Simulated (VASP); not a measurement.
# CoSi2 (fluorite type) (Fm-3m) in VASP: further runs, part 2 of 2

VASP 6.6.1.

**3. Relaxation of cell and atoms, PBE**

This run uses another cell than the first one, of 12.36 Å³/atom, 1.206 times its volume.

Input file INCAR:

```
SYSTEM = CoSi2
ALGO = Normal
EDIFF = 1E-6
EDIFFG = -0.005
ENCUT = 600
GGA = PE
IBRION = 2
ISIF = 3
ISMEAR = -1
LASPH = .True.
LCHARG = .False.
LREAL = .False.
LWAVE = .False.
NELM = 100
NSW = 60
PREC = Accurate
SIGMA = 0.1
```

Input file KPOINTS:

```
k-points
0
Gamma
  11 11 11
  0 0 0
```

Input file POSCAR:

```
CoSi2
1.0
    0.0000000000      2.6470344660      2.6470344660
    2.6470344660      0.0000000000      2.6470344660
    2.6470344660      2.6470344660      0.0000000000
Co Si
1 2
Direct
    0.0000000000      0.0000000000      0.0000000000
    0.2500000000      0.2500000000      0.2500000000
    0.7500000000      0.7500000000      0.7500000000
```

Potentials or basis: VASP PAW PBE potentials, release 64 (Co, Si).

Run with:

```
cat potpaw_PBE.64/Co/POTCAR potpaw_PBE.64/Si/POTCAR > POTCAR
mpirun -np 1 vasp_std > vasp.out
```

OUTCAR:

```text
SYSTEM = CoSi2
   EDIFF = 1E-6
   EDIFFG = -0.005
   ENCUT = 600
   GGA = PE
   IBRION = 2
   ISIF = 3
   ISMEAR = -1
   LASPH = .True.
   LREAL = .False.
   NELM = 100
   NSW = 60
   PREC = Accurate

 ion  position               nearest neighbor table
   1  0.000  0.000  0.000-   3 2.29   3 2.29   3 2.29   2 2.29   3 2.29   2 2.29   2 2.29   2 2.29

   2  0.250  0.250  0.250-   1 2.29   1 2.29   1 2.29   1 2.29   3 2.65   3 2.65   3 2.65   3 2.65
                             3 2.65   3 2.65
   3  0.750  0.750  0.750-   1 2.29   1 2.29   1 2.29   1 2.29   2 2.65   2 2.65   2 2.65   2 2.65
                             2 2.65   2 2.65

  LATTYP: Found a face centered cubic cell.
 ALAT       =     5.2940689320

  Lattice vectors:

 A1 = (   0.0000000000,   2.6470344660,   2.6470344660)
 A2 = (   2.6470344660,   0.0000000000,   2.6470344660)
 A3 = (   2.6470344660,   2.6470344660,   0.0000000000)

[... 228 lines left out ...]
      4       5.6330      2.00000
      5       7.7499      2.00000
      6       7.7499      2.00000
      7       9.8652      0.06553
      8      12.7619      0.00000
      9      12.7619      0.00000
     10      12.7619      0.00000
     11      12.9563      0.00000
     12      12.9563      0.00000
[... 381 lines left out ...]
--------------------------------------- Ionic step        3  -------------------------------------------

 number of electron      17.0000005 magnetization

 Free energy of the ion-electron system (eV)
  ---------------------------------------------------
  ext. energy  EPLUGINS =         0.00000000
  ---------------------------------------------------
  free energy    TOTEN  =       -19.31247332 eV

  energy without entropy =      -19.27784854  energy(sigma->0) =      -19.29516093

 E-fermi :  10.0734     XC(G=0): -11.7384

 val. band max:       10.0426028508   @ k =  -0.2727   0.2727   0.0000
 cond. band min:      10.0779501763   @ k =   0.3636   0.1818   0.0000
 fundamental gap:      0.0353473255
 Fermi energy:        10.0733534111

 k-point     1 :       0.0000    0.0000    0.0000
  band No.  band energies     occupation
      1      -3.0418      2.00000
      2       5.9987      2.00000
      3       5.9987      2.00000
      4       5.9987      2.00000
      5       8.1659      2.00000
      6       8.1659      2.00000
      7      10.8088      0.00128
      8      13.4689      0.00000
      9      13.4689      0.00000
     10      13.4689      0.00000
     11      13.5184      0.00000
     12      13.5184      0.00000
[... 375 lines left out ...]
  FREE ENERGIE OF THE ION-ELECTRON SYSTEM (eV)
  ---------------------------------------------------
  free  energy   TOTEN  =       -19.3124733208 eV

  energy  without entropy=      -19.2778485432  energy(sigma->0) =      -19.29516093

 reached required accuracy - stopping structural energy minimisation
```

OSZICAR:

```text
N       E                     dE             d eps       ncg     rms          rms(c)
DAV:   1     0.791857606018E+02    0.79186E+02   -0.78652E+03  1344   0.155E+03
DAV:   2    -0.152886236595E+02   -0.94474E+02   -0.88107E+02  1356   0.274E+02
DAV:   3    -0.205616221364E+02   -0.52730E+01   -0.50474E+01  1716   0.729E+01
[... 28 lines left out ...]
DAV:   5    -0.193126771758E+02    0.53018E-02   -0.10371E-02  1948   0.200E+00    0.183E-01
DAV:   6    -0.193125219391E+02    0.15524E-03   -0.11184E-03  2028   0.362E-01    0.716E-02
DAV:   7    -0.193124744557E+02    0.47483E-04   -0.13876E-04  1940   0.237E-01    0.227E-02
DAV:   8    -0.193124733445E+02    0.11112E-05   -0.81475E-06  1444   0.273E-02    0.566E-03
DAV:   9    -0.193124733208E+02    0.23753E-07   -0.11329E-06   820   0.243E-02
   3 F= -.19312473E+02 E0= -.19295161E+02  d E =-.292584E-01
```

Run time: 2.3 min. Hardware: 1 thread of AMD EPYC 7R13, shared host; peak memory 0.17 GiB.

What came out:

```yaml
Free_energy: -19.3125 eV
Relaxed_volume: 12.83 Å³/atom
Relaxed_cell: a = 3.789 Å, b = 3.789 Å, c = 3.789 Å, α = 60.00°, β = 60.00°, γ = 60.00°
Space_group_after_relaxing_to_0.05_Å: Fm-3m (No. 225)
Energy_gained_by_relaxing: 9.8 meV/atom
Ionic_steps: 3
Pressure_after_relaxing: 0.0 GPa
```

Step by step:
| step | energy change (eV) | largest force (eV/Å) | pressure (GPa) | volume (Å³) |
| --- | --- | --- | --- | --- |
| 1 | 0.0000 | 0.0000 | 7.07 | 37.09 |
| 2 | 0.0064 | 0.0000 | -6.73 | 40.10 |
| 3 | -0.0293 | 0.0000 | -0.05 | 38.48 |

Final structure:
```xyz
3
Lattice="0.0000 2.6796 2.6796 2.6796 0.0000 2.6796 2.6796 2.6796 0.0000" Properties=species:S:1:pos:R:3 pbc="T T T"
Co    0.0000    0.0000    0.0000
Si    1.3398    1.3398    1.3398
Si    4.0193    4.0193    4.0193
```

Spin polarisation is off, so any magnetic state and its effect on volume and gap are missing.
